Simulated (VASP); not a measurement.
Gd, 2 atoms in the cell. The structure is hexagonal, space group P6_3/mmc (No. 194). Conventional cell: a = 3.574 Å, b = 3.574 Å, c = 5.685 Å, α = 90.00°, β = 90.00°, γ = 120.00°. Within 4.6 Å of Gd (site symmetry -6m2) lie 12 Gd at 3.51 to 3.57 Å. 

- Program: VASP 6.6.1
- Task: single point
- Functional: PBE
- Potentials or basis: VASP PAW PBE potentials, release 64 (Gd)
- Cutoff: 520 eV
- k mesh: 9 × 9 × 5
- Occupations: methfessel-paxton, width 0.1 eV
- Spin: collinear spin, ferromagnetic start
- Starting moments: [9.1, 9.1] μB
- Dipole correction: no
- Further INCAR settings: ALGO = Normal; EDIFF = 1e-06; NBANDS = 29

Potentials or basis: VASP PAW PBE potentials, release 64 (Gd).

The run is started by

```bash
$ cat potpaw_PBE.64/Gd/POTCAR > POTCAR
$ mpirun -np 1 vasp_std > vasp.out
```

Hardware: 1 thread of Intel Xeon 8259CL, with other jobs on the host.

**Question.** How long does it take, and how much memory?

**Answer.** Wall time 8.2 min on 1 thread of Intel Xeon 8259CL, on a shared host, peak memory 0.28 GiB. Counts: scf iterations 29, k points 36.
